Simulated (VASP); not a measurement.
# Ir (Im-3m) in VASP: a series of runs

The runs below take Ir through single point, relaxation of cell and atoms, with PBE.

Everything below comes from runs of VASP 6.6.1. Logs are shortened: lines on timing, memory, paths and dates and some standing lists are left out, and cuts for length are marked.

### 1 The cell of the first run

Symmetry: Im-3m, No. 229, cubic system. The conventional cell has a = 3.112 Å, b = 3.112 Å, c = 3.112 Å, α = 90.00°, β = 90.00°, γ = 90.00°. Within 3.6 Å of Ir (site symmetry m-3m) lie 14 Ir at 2.70 to 3.11 Å.

### 2 Single point, PBE

INCAR reads:

```
ALGO = Normal
EDIFF = 1E-7
ENCUT = 520
GGA = PE
ISIF = 2
ISMEAR = -1
LASPH = True
LCHARG = False
LREAL = False
LWAVE = False
NBANDS = 10
NELM = 80
PREC = Accurate
SIGMA = 0.1
```

KPOINTS reads:

```
k-points
0
Gamma
  18 18 18
```

POSCAR reads:

```
Ir
1.0
   -1.5560920449      1.5560920449      1.5560920449
    1.5560920449     -1.5560920449      1.5560920449
    1.5560920449      1.5560920449     -1.5560920449
Ir
1
Direct
    0.0000000000      0.0000000000      0.0000000000
```

Potentials or basis: VASP PAW PBE potentials, release 64 (Ir).

Run with:

```sh
> cat potpaw_PBE.64/Ir/POTCAR > POTCAR
> mpirun -np 1 vasp_std > vasp.out
```

OUTCAR:

```text
EDIFF = 1E-7
   ENCUT = 520
   GGA = PE
   ISIF = 2
   ISMEAR = -1
   LASPH = True
   LREAL = False
   NELM = 80
   PREC = Accurate

 ion  position               nearest neighbor table
   1  0.000  0.000  0.000-

  LATTYP: Found a body centered cubic cell.
 ALAT       =     3.1121840898

  Lattice vectors:

 A1 = (  -1.5560920449,   1.5560920449,   1.5560920449)
 A2 = (   1.5560920449,  -1.5560920449,   1.5560920449)
 A3 = (   1.5560920449,   1.5560920449,  -1.5560920449)

Analysis of symmetry for initial positions (statically):
=====================================================================
 Subroutine PRICEL returns:
 Original cell was already a primitive cell.

 Routine SETGRP: Setting up the symmetry group for a
 body centered cubic supercell.

 Subroutine GETGRP returns: Found 48 space group operations
 (whereof 48 operations were pure point group operations)
 out of a pool of 48 trial point group operations.

The static configuration has the point symmetry O_h .

Analysis of symmetry for dynamics (positions and initial velocities):
=====================================================================
 Subroutine PRICEL returns:
 Original cell was already a primitive cell.

 Routine SETGRP: Setting up the symmetry group for a
 body centered cubic supercell.

 Subroutine GETGRP returns: Found 48 space group operations
 (whereof 48 operations were pure point group operations)
 out of a pool of 48 trial point group operations.

The dynamic configuration has the point symmetry O_h .

 Subroutine INISYM returns: Found 48 space group operations
 (whereof 48 operations are pure point group operations),
 and found     1 'primitive' translations

----------------------------------------------------------------------------------------

                                     Primitive cell

  volume of cell :      15.0718

  direct lattice vectors                    reciprocal lattice vectors
    -1.556092045  1.556092045  1.556092045     0.000000000  0.321317753  0.321317753
     1.556092045 -1.556092045  1.556092045     0.321317753  0.000000000  0.321317753
     1.556092045  1.556092045 -1.556092045     0.321317753  0.321317753  0.000000000

  length of vectors
     2.695230483  2.695230483  2.695230483     0.454411925  0.454411925  0.454411925

  position of ions in fractional coordinates (direct lattice)
     0.000000000  0.000000000  0.000000000

  ion indices of the primitive-cell ions
   primitive index   ion index
                 1           1

----------------------------------------------------------------------------------------

 KPOINTS: k-points

Automatic generation of k-mesh.
 Grid dimensions read from file:
 generate k-points for:   18   18   18

 Generating k-lattice:

  Cartesian coordinates                     Fractional coordinates (reciprocal lattice)
     0.000000000  0.017850986  0.017850986     0.055555556  0.000000000  0.000000000
     0.017850986  0.000000000  0.017850986     0.000000000  0.055555556  0.000000000
     0.017850986  0.017850986  0.000000000     0.000000000  0.000000000  0.055555556

  Length of vectors
     0.025245107  0.025245107  0.025245107

  Shift w.r.t. Gamma in fractional coordinates (k-lattice)
     0.000000000  0.000000000  0.000000000

 Subroutine IBZKPT returns following result:
 ===========================================

 Found    195 irreducible k-points:

 Following reciprocal coordinates:
            Coordinates               Weight
  0.000000  0.000000  0.000000      1.000000
  0.055556  0.000000  0.000000     12.000000
  0.111111  0.000000  0.000000     12.000000
  0.166667  0.000000  0.000000     12.000000
  0.222222  0.000000  0.000000     12.000000
  0.277778  0.000000  0.000000     12.000000
[... 16 lines left out ...]
  0.333333  0.111111  0.000000     48.000000
  0.388889  0.111111  0.000000     48.000000
 [... further k-points ...]
   k-points           NKPTS =    195   k-points in BZ     NKDIM =    195   number of bands    NBANDS=     10
   number of dos      NEDOS =    301   number of ions     NIONS =      1
   total plane-waves  NPLWV =   8000
   dimension x,y,z NGX =    20 NGY =   20 NGZ =   20
   dimension x,y,z NGXF=    40 NGYF=   40 NGZF=   40
   ions per type =               1
   NGX,Y,Z   is equivalent  to a cutoff of  12.34, 12.34, 12.34 a.u.
   NGXF,Y,Z  is equivalent  to a cutoff of  24.67, 24.67, 24.67 a.u.
 SYSTEM =  unknown system
   PREC   = accura    normal or accurate (medium, high low for compatibility)
   ISTART =      0    job   : 0-new  1-cont  2-samecut
   ICHARG =      2    charge: 1-file 2-atom 10-const
   ISPIN  =      1    spin polarized calculation?
   LNONCOLLINEAR =      F non collinear calculations
   LSORBIT =      F    spin-orbit coupling
   LASPH  =      T    aspherical Exc in radial PAW
   ENCUT  =  520.0 eV  38.22 Ry    6.18 a.u.   5.01  5.01  5.01*2*pi/ulx,y,z
   NELM   =     80;   NELMIN=  2; NELMDL= -5     # of ELM steps
   EDIFF  = 0.1E-06   stopping-criterion for ELM
   LREAL  =      F    real-space projection
   EDIFFG = 0.1E-05   stopping-criterion for IOM
   NSW    =      0    number of steps for IOM
   IBRION =     -1    ionic relax: 0-MD 1-quasi-New 2-CG
   NFREE  =      0    steps in history (QN), initial steepest desc. (CG)
   ISIF   =      2    stress and relaxation
   ISYM   =      2    0-nonsym 1-usesym 2-fastsym
   POTIM  = 0.5000    time-step for ionic-motion
   TEBEG  =    0.0;   TEEND  =   0.0 temperature during run
   PSTRESS=    0.0 pullay stress
   NELECT =       9.0000    total number of electrons
   NUPDOWN=      -1.0000    fix difference up-down
   EMIN   =  10.00;   EMAX   =-10.00  energy-range for DOS
   EFERMI =   0.00;   METHOD = LEGACY
   ISMEAR =    -1;   SIGMA  =   0.10  broadening in eV -4-tet -1-fermi 0-gaus
   EFERMI_NEDOS =   21; number of points for ismear=-14 and -15
   IALGO  =     38    algorithm
   IMIX   =      4    mixing-type and parameters
     AMIX     =   0.40;   BMIX     =  1.00
     AMIX_MAG =   1.60;   BMIX_MAG =  1.00
  volume/ion in A,a.u.               =      15.07       101.71
  Fermi-wavevector in a.u.,A,eV,Ry     =   1.378586  2.605149 25.857847  1.900498
  Thomas-Fermi vector in A             =   2.503634
   LORBIT       =      0    0 simple, 1 ext, 2 COOP (PROOUT), +10 PAW based schemes
   GGA     = PE    functional components
   LHFCALC =     F    Hartree Fock is set to
   AEXX    =    0.0000 exact exchange contribution
   IVDW    =     0    specifies the selected vdW correction
   LEPSILON=     F    determine dielectric tensor
   LRPA    =     F    only Hartree local field effects (RPA)
 non-spin polarized calculation
  energy-cutoff  :      520.00
  volume of cell :       15.07
 maximum number of plane-waves:       420
   NGX =  9   NGY =  9   NGZ =  9

 number of electron       9.0000002 magnetization

 Free energy of the ion-electron system (eV)
  ---------------------------------------------------
  ext. energy  EPLUGINS =         0.00000000
  ---------------------------------------------------
  free energy    TOTEN  =        -8.25270322 eV

  energy without entropy =       -8.17381453  energy(sigma->0) =       -8.21325888

 E-fermi :   9.1230     XC(G=0): -13.5947

 val. band max:        9.1208748386   @ k =  -0.3889  -0.4444   0.2222
 cond. band min:       9.1243049257   @ k =  -0.2778   0.3889   0.1667
 fundamental gap:      0.0034300871
 Fermi energy:         9.1229836710

 k-point     1 :       0.0000    0.0000    0.0000
  band No.  band energies     occupation
      1      -1.0979      2.00000
      2       5.7287      2.00000
      3       5.7287      2.00000
      4       5.7287      2.00000
      5       8.6216      1.98679
      6       8.6216      1.98679
      7      26.0521      0.00000
      8      26.0521      0.00000
      9      26.0521      0.00000
     10      36.5171      0.00000

 k-point     2 :       0.0556    0.0000    0.0000
  band No.  band energies     occupation
      1      -0.9615      2.00000
      2       5.6669      2.00000
      3       5.7255      2.00000
      4       5.8473      2.00000
      5       8.5365      1.99434
      6       8.6257      1.98624
      7      26.1307      0.00000
      8      26.2232      0.00000
      9      26.2633      0.00000
     10      35.0245      0.00000

 k-point     3 :       0.1111    0.0000    0.0000
  band No.  band energies     occupation
      1      -0.5647      2.00000
      2       5.4932      2.00000
      3       5.7042      2.00000
      4       6.1983      2.00000
      5       8.3368      1.99923
      6       8.6405      1.98406
      7      26.2819      0.00000
      8      26.5736      0.00000
      9      26.8807      0.00000
     10      33.3094      0.00000

 k-point     4 :       0.1667    0.0000    0.0000
  band No.  band energies     occupation
      1       0.0498      2.00000
      2       5.2386      2.00000
      3       5.6475      2.00000
      4       6.7665      2.00000
      5       8.1523      1.99988
      6       8.6721      1.97822
      7      26.2245      0.00000
      8      26.5362      0.00000
      9      27.8588      0.00000
     10      32.2853      0.00000

 k-point     5 :       0.2222    0.0000    0.0000
  band No.  band energies     occupation
      1       0.7887      2.00000
      2       4.9428      2.00000
      3       5.6023      2.00000
      4       7.5234      2.00000
      5       8.0924      1.99993
      6       8.7259      1.96298
      7      25.4062      0.00000
      8      25.6513      0.00000
      9      29.1286      0.00000
     10      32.3245      0.00000

 k-point     6 :       0.2778    0.0000    0.0000
  band No.  band energies     occupation
      1       1.4745      2.00000
      2       4.6458      2.00000
      3       5.7539      2.00000
      4       8.1726      1.99985
      5       8.4221      1.99819
      6       8.8027      1.92188
      7      23.4249      0.00000
      8      24.6943      0.00000
      9      30.5988      0.00000
     10      31.0035      0.00000

 k-point     7 :       0.3333    0.0000    0.0000
  band No.  band energies     occupation
      1       1.8948      2.00000
      2       4.3812      2.00000
      3       6.3332      2.00000
      4       8.3411      1.99920
      5       8.8948      1.81469
      6       9.3873      0.13282
      7      21.1982      0.00000
      8      23.6984      0.00000
      9      28.9870      0.00000
     10      32.1449      0.00000

 k-point     8 :       0.3889    0.0000    0.0000
  band No.  band energies     occupation
      1       2.0242      2.00000
      2       4.1747      2.00000
      3       7.3045      2.00000
      4       8.5460      1.99378
      5       8.9858      1.59527
      6      10.2991      0.00002
      7      19.0808      0.00000
      8      22.8797      0.00000
      9      27.2821      0.00000
     10      33.5855      0.00000

 k-point     9 :       0.4444    0.0000    0.0000
  band No.  band energies     occupation
      1       2.0196      2.00000
      2       4.0441      2.00000
      3       8.2010      1.99980
      4       8.8321      1.89655
      5       9.0538      1.33273
      6      10.9820      0.00000
      7      17.4076      0.00000
      8      22.3500      0.00000
      9      26.1088      0.00000
     10      33.8537      0.00000
[... 118 lines left out ...]
 k-point    19 :       0.1111    0.1111    0.0000
  band No.  band energies     occupation
      1       0.4075      2.00000
      2       5.2403      2.00000
      3       5.3802      2.00000
      4       7.2084      2.00000
      5       7.9856      1.99998
      6       8.7790      1.93786
      7      26.3618      0.00000
      8      26.5293      0.00000
      9      27.6664      0.00000
     10      31.0925      0.00000

 k-point    20 :       0.1667    0.1111    0.0000
  band No.  band energies     occupation
      1       1.1345      2.00000
      2       4.9929      2.00000
      3       5.2449      2.00000
      4       7.8953      1.99999
      5       8.0410      1.99996
      6       8.8839      1.83230
      7      25.1995      0.00000
      8      25.8587      0.00000
      9      28.4737      0.00000
     10      29.8040      0.00000

 k-point    21 :       0.2222    0.1111    0.0000
  band No.  band energies     occupation
      1       1.8312      2.00000
      2       4.7064      2.00000
      3       5.3062      2.00000
      4       7.9627      1.99998
      5       8.9058      1.79539
      6       9.0942      1.14289
      7      23.2381      0.00000
      8      24.9208      0.00000
      9      28.3420      0.00000
     10      29.7436      0.00000

 k-point    22 :       0.2778    0.1111    0.0000
  band No.  band energies     occupation
      1       2.2671      2.00000
      2       4.4541      2.00000
      3       5.7373      2.00000
      4       8.1428      1.99989
      5       9.0423      1.38292
      6      10.1210      0.00009
      7      21.0497      0.00000
      8      23.9176      0.00000
      9      27.1213      0.00000
     10      31.0299      0.00000

 k-point    23 :       0.3333    0.1111    0.0000
  band No.  band energies     occupation
      1       2.3918      2.00000
      2       4.2642      2.00000
      3       6.4965      2.00000
      4       8.3452      1.99916
      5       9.1759      0.74121
      6      11.1926      0.00000
      7      18.9349      0.00000
      8      23.0941      0.00000
      9      25.9783      0.00000
     10      32.3000      0.00000

 k-point    24 :       0.3889    0.1111    0.0000
  band No.  band energies     occupation
      1       2.3771      2.00000
      2       4.1468      2.00000
      3       7.2190      2.00000
      4       8.4118      1.99837
      5       9.4450      0.07683
      6      12.1096      0.00000
      7      17.2097      0.00000
      8      22.5530      0.00000
      9      25.1377      0.00000
     10      33.2072      0.00000

 [... further k-points ...]
[... 5 lines left out ...]
  --------------------------------------------------------------------------------------
  -------------------------------------------------------------------------------------
  Total        0.0445620      0.0445620      0.0445620     -0.0000000      0.0000000     -0.0000000
  in kB        4.7370633      4.7370633      4.7370633     -0.0000000      0.0000000     -0.0000000
  external PRESSURE =       4.7370633 kB  Pullay stress =       0.0000000 kB

 VOLUME and BASIS-vectors are now :
 -----------------------------------------------------------------------------
  energy-cutoff  :      520.00
  volume of cell :       15.07
      direct lattice vectors                 reciprocal lattice vectors
    -1.556092045  1.556092045  1.556092045     0.000000000  0.321317753  0.321317753
     1.556092045 -1.556092045  1.556092045     0.321317753  0.000000000  0.321317753
     1.556092045  1.556092045 -1.556092045     0.321317753  0.321317753  0.000000000

 POSITION                                       TOTAL-FORCE (eV/Angst)
 -----------------------------------------------------------------------------------
      0.00000      0.00000      0.00000         0.000000     -0.000000      0.000000
 -----------------------------------------------------------------------------------
    total drift:                                0.000000      0.000000      0.000000

  FREE ENERGIE OF THE ION-ELECTRON SYSTEM (eV)
  ---------------------------------------------------
  free  energy   TOTEN  =        -8.2527032181 eV

  energy  without entropy=       -8.1738145337  energy(sigma->0) =       -8.21325888
```

Run time: 13 s. Hardware: 1 thread of Intel Xeon Platinum 8488C (Sapphire Rapids), shared host; peak memory 0.15 GiB.

Results:

```yaml
Free_energy: -8.2527 eV
Pressure: 0.5 GPa
```

Caveat: spin-orbit coupling is left out, which moves the levels of the heavy elements.

### 3 Relaxation of cell and atoms, PBE

INCAR reads:

```
SYSTEM = Ir
PREC = Accurate
ENCUT = 600
EDIFF = 1E-6
ISMEAR = -1
SIGMA = 0.1
LREAL = .False.
LASPH = .True.
NELM = 100
ALGO = Normal
ISIF = 3
LWAVE = .False.
LCHARG = .False.
GGA = PE
IBRION = 2
NSW = 80
EDIFFG = -0.03
```

KPOINTS reads:

```
regular mesh
0
Gamma
  18 18 18
  0 0 0
```

POSCAR reads:

```
Ir
1.0
   -1.5557736080      1.5557736080      1.5557736080
    1.5557736080     -1.5557736080      1.5557736080
    1.5557736080      1.5557736080     -1.5557736080
Ir
1
Direct
    0.0000000000      0.0000000000      0.0000000000
```

Potentials or basis: VASP PAW PBE potentials, release 64 (Ir).

Run with:

```sh
> cat potpaw_PBE.64/Ir/POTCAR > POTCAR
> mpirun -np 1 vasp_std > vasp.out
```

It took 29 s on 1 thread of Intel Xeon Platinum 8488C (Sapphire Rapids), shared host; peak memory 0.17 GiB.

The run converged. Its results:

```
Free energy                            : -8.2529 eV
Relaxed volume                         : 15.10 Å³/atom
Relaxed cell                           : a = 2.697 Å, b = 2.697 Å, c = 2.697 Å, α = 109.47°, β = 109.47°, γ = 109.47°
Space group after relaxing (to 0.05 Å) : Im-3m (No. 229)
Energy gained by relaxing              : 0.1 meV/atom
Ionic steps                            : 3
Pressure after relaxing                : 0.0 GPa
```

Final structure:
```
Ir
1.0
    -1.55700    1.55700    1.55700
     1.55700   -1.55700    1.55700
     1.55700    1.55700   -1.55700
Ir
1
Direct
  0.00000 0.00000 0.00000
```

Levels at points of the mesh, in eV from the Fermi level:
| k point | band 1 | band 2 | band 3 | band 4 | band 5 | band 6 | band 7 | band 8 |
| --- | --- | --- | --- | --- | --- | --- | --- | --- |
| (0.00, 0.00, 0.00) | -10.20 | -3.39 | -3.39 | -3.39 | -0.50 | -0.50 | 16.93 | 16.93 |
| (0.50, 0.00, 0.00) | -7.10 | -5.11 | -0.67 | -0.04 | 0.01 | 2.11 | 7.58 | 13.04 |
| (0.50, 0.50, 0.50) | -6.62 | -6.62 | 1.45 | 1.45 | 1.45 | 7.79 | 7.79 | 7.79 |

Caveat: spin-orbit coupling is left out, which moves the levels of the heavy elements.
